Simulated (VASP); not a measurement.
**Al2Zn: single point with LDA**

Crystal: Al2Zn.

```
CELL_PARAMETERS angstrom
2.94318 0.00000 0.00000
-1.47159 2.54887 0.00000
0.00000 0.00000 6.04617
ATOMIC_POSITIONS crystal
Al 0.33333 0.66667 0.32822
Al 0.66667 0.33333 0.67178
Zn 0.00000 0.00000 0.00000
```

This cell differs from its parent crystal: volume 15.119 Å^3 an atom, c/a of the conventional cell 2.0543.

| Quantity | Value |
| --- | --- |
| Program | VASP 6.6.1 |
| Task | single point |
| Functional | LDA |
| Potentials or basis | VASP PAW LDA potentials, release 64 (Al, Zn) |
| Cutoff | 520 eV |
| k mesh | 18 × 18 × 8 |
| Occupations | gaussian, width 0.15 eV |
| Spin | no spin polarisation |

```json
{"Pressure": "2.4 GPa", "Largest force": "0.148 eV/Å", "Band gap on the k mesh": "zero (band 9 reaches 11.17 eV, above the bottom of band 10 at 4.86 eV)"}
```

Forces in eV/Å, atoms in the order of the input:
```
Al   0.000  0.000 -0.148
Al   0.000  0.000  0.148
Zn   0.000  0.000  0.000
```

Stress tensor (GPa, compression positive):
```
0.67 0.00 0.00
0.00 0.67 0.00
0.00 0.00 5.78
```

Levels at points of the mesh, in eV from the Fermi level:
| k point | band 5 | band 6 | band 7 | band 8 | band 9 | band 10 | band 11 | band 12 | band 13 | band 14 |
| --- | --- | --- | --- | --- | --- | --- | --- | --- | --- | --- |
| (0.00, 0.00, 0.00) | -7.79 | -7.79 | -7.42 | -6.93 | 4.10 | 5.22 | 9.38 | 9.38 | 9.44 | 9.44 |
| (0.50, 0.00, 0.00) | -7.52 | -5.72 | -5.24 | -2.49 | -1.77 | -1.34 | -0.38 | 4.34 | 6.10 | 8.24 |
| (0.00, 0.00, 0.50) | -7.99 | -7.79 | -7.79 | -3.06 | -1.20 | 9.54 | 9.54 | 10.30 | 10.30 | 10.61 |
| (0.50, 0.00, 0.50) | -7.52 | -4.99 | -4.68 | -4.39 | -3.97 | 2.20 | 3.25 | 3.67 | 4.41 | 5.11 |

It took 61 s on 1 thread of Intel(R) Xeon(R) 6975P-C (Granite Rapids) (shared host), peak memory 0.29 GiB.
